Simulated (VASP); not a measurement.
A run of VASP 6.6.1 is set up as follows.

Contents of INCAR:

```
  PREC = Accurate
  ENCUT = 520
  EDIFF = 1E-6
  ISMEAR = -1
  SIGMA = 0.06122561905347299
  LREAL = F
  LASPH = T
  NELM = 60
  ALGO = Normal
  ISIF = 2
  LWAVE = F
  LCHARG = F
  GGA = PE
  NBANDS = 23
```

Contents of KPOINTS:

```
regular mesh
0
Gamma
  17 17 17
```

POSCAR

```
Nb2O
1.0
    0.0000000000      2.8235170272      2.8235170272
    2.8235170272      0.0000000000      2.8235170272
    2.8235170272      2.8235170272      0.0000000000
Nb O
2 1
Direct
    0.2500000000      0.2500000000      0.2500000000
    0.7500000000      0.7500000000      0.7500000000
    0.0000000000      0.0000000000      0.0000000000
```

Potentials or basis: VASP PAW PBE potentials, release 64 (Nb_sv, O).

The run is started by

```console
$ cat potpaw_PBE.64/Nb_sv/POTCAR potpaw_PBE.64/O/POTCAR > POTCAR
$ mpirun -np 1 vasp_std > vasp.out
```

Question: Predict the band gap on the k mesh.

Answer: Zero (band 16 reaches 11.50 eV, above the bottom of band 17 at 10.64 eV).

Question: Estimate the pressure.

Answer: -6.3 GPa.
